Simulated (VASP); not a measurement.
Set up this calculation in VASP 6.6.1, as the native input.

| Item | Value |
| --- | --- |
| Task | single point |
| Functional | PBEsol |
| Potentials or basis | VASP PAW PBE potentials, release 64 (Mg_sv, O) |
| Cutoff | 840 eV |
| k mesh | 12 × 12 × 12 |
| Occupations | gaussian, width 0.05 eV |
| Spin | no spin polarisation |
| Dipole correction | no |
| Further INCAR settings | ALGO = Normal; EDIFF = 1e-06; NBANDS = 18 |

The structure of MgO2 lies in POSCAR:

```
MgO2
1.0
    1.7331418973      1.0006299410      3.7734971849
   -1.7331418973      1.0006299410      3.7734971849
    0.0000000000     -2.0012598819      3.7734971849
Mg O
1 2
Direct
    0.0000000000      0.0000000000      0.0000000000
    0.4287860000      0.4287860000      0.4287860000
    0.5712140000      0.5712140000      0.5712140000
```

This cell differs from its parent crystal: strain +0.080 along x and y, +0.080 along z.

One way to write it, as run:

INCAR

```
PREC = Accurate ; ENCUT = 840
EDIFF = 1E-6 ; ISMEAR = 0
SIGMA = 0.05 ; LREAL = False
LASPH = True ; NELM = 120
ALGO = Normal ; ISIF = 2
LWAVE = False ; LCHARG = False
GGA = PS ; NBANDS = 18
GGA_COMPAT = False
```

KPOINTS

```
Automatic mesh
0
Gamma
  12 12 12
```

Potentials or basis: VASP PAW PBE potentials, release 64 (Mg_sv, O).

Command:

```console
$ cat potpaw_PBE.64/Mg_sv/POTCAR potpaw_PBE.64/O/POTCAR > POTCAR
$ mpirun -np 1 vasp_std > vasp.out
```

It gave:

```json
{
 "Pressure": "-21.4 GPa",
 "Largest force": "1.003 eV/Å",
 "Band gap on the k mesh": "1.05 eV"
}
```

Caveat: the cell differs from its parent crystal (strain +0.080 along x and y, +0.080 along z); the stress differs along the axes, from -30 to -17 GPa; the PAW data sets were made with another functional, which shifts forces and pressure a little.

It took 2.2 min on 1 thread of Intel(R) Xeon(R) 6975P-C (Granite Rapids), with other jobs on the host, peak memory 0.4 GiB.
